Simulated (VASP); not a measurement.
Input of a VASP 6.6.1 run:

File INCAR:

```
PREC     = Accurate       # precision mode
ENCUT    = 600            # plane-wave cutoff, eV
EDIFF    = 1E-6           # SCF threshold, eV
ISMEAR   = -1             # smearing method
SIGMA    = 0.05           # smearing width, eV
LREAL    = False          # projectors in reciprocal space
LASPH    = True           # aspherical terms in the spheres
NELM     = 80             # most SCF steps
ALGO     = Normal         # electronic algorithm
ISIF     = 3              # what is computed and relaxed
LWAVE    = False          # write WAVECAR
LCHARG   = False          # write CHGCAR
GGA      = PS             # functional
IBRION   = 2              # ionic algorithm
NSW      = 32             # ionic steps
EDIFFG   = -0.005         # ionic threshold
PSTRESS  = 3200.0
```

File KPOINTS:

```
Automatic mesh
0
Gamma
  18 18 17
```

File POSCAR:

```
In
1.0
    2.3863148442      0.0000000000      0.0000000000
   -1.1931574221      2.0666092765      0.0000000000
    0.0000000000      0.0000000000      2.2864862526
In
1
Direct
    0.0000000000      0.0000000000      0.0000000000
```

Potentials or basis: VASP PAW PBE potentials, release 64 (In_d).

Launch:

```sh
$ cat potpaw_PBE.64/In_d/POTCAR > POTCAR
$ mpirun -np 1 vasp_std > vasp.out
```

Problem. Estimate the band gap on the k mesh.

Solution. Zero (an odd number of electrons rules out a gap without spin polarisation).

Problem. Estimate the relaxed cell.

Solution. a = 2.388 Å, b = 2.388 Å, c = 2.288 Å, α = 90.00°, β = 90.00°, γ = 120.00°.

Step by step:
| step | energy change (eV) | largest force (eV/Å) | pressure (GPa) | volume (Å³) |
| --- | --- | --- | --- | --- |
| 1 | 0.0000 | 0.0000 | 322.56 | 11.28 |
| 2 | -0.5689 | 0.0000 | 293.05 | 11.57 |
| 3 | -0.0504 | 0.0000 | 320.08 | 11.30 |
| 4 | -0.0519 | 0.0000 | 320.05 | 11.30 |
| 5 | -0.0545 | 0.0000 | 319.82 | 11.30 |
| 6 | -0.0530 | 0.0000 | 319.89 | 11.30 |
| 7 | -0.0314 | 0.0000 | 321.14 | 11.29 |
| 8 | -0.0507 | 0.0000 | 320.06 | 11.30 |
| 9 | -0.0512 | 0.0000 | 320.05 | 11.30 |
| 10 | -0.0519 | 0.0000 | 320.02 | 11.30 |
| 11 | -0.0517 | 0.0000 | 320.01 | 11.30 |
| 12 | -0.0514 | 0.0000 | 320.01 | 11.30 |
| 13 | -0.0513 | 0.0000 | 320.03 | 11.30 |
| 14 | -0.0513 | 0.0000 | 320.02 | 11.30 |
| 15 | -0.0528 | 0.0000 | 319.96 | 11.30 |
| 16 | -0.0517 | 0.0000 | 320.00 | 11.30 |

Caveat: the cell is relaxed towards a set pressure, so the run minimises the enthalpy, not the energy; the PAW data sets were made with another functional, which shifts forces and pressure a little; spin-orbit coupling is left out, which moves the levels of the heavy elements.
